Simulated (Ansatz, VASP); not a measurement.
## CaO: VASP beside Ansatz

```
Ca O
1.0
     0.00000    2.62178    2.62178
     2.62178    0.00000    2.62178
     2.62178    2.62178    0.00000
Ca O
1 1
Direct
  0.00000 0.00000 0.00000
  0.75000 0.75000 0.75000
```

Alike in both runs: functional PBE; k mesh 8 × 8 × 8; occupations gaussian, width 0.02 eV; no spin polarisation.

Ansatz relaxed the structure, and its values are those at the end. VASP's run is a single point on that final structure, the one shown.

```csv
,VASP,Ansatz
version,VASP 6.6.1,Ansatz 0.2.0
potentials or method,"VASP PAW PBE potentials, release 64 (Ca_sv, O), cutoff 600 eV","scalar-relativistic, plane waves, PAW"
valence electrons in the cell,16,16
```

|  | VASP | Ansatz | Ansatz less VASP |
| --- | --- | --- | --- |
| gap on the k mesh at the Fermi level (eV) | 3.27 | 3.27 | +0.006 |
| least direct gap on the mesh (eV) | 3.86 | 3.86 | +0.001 |
| pressure (GPa) | 0.4 | 0.0 | -0.35 |
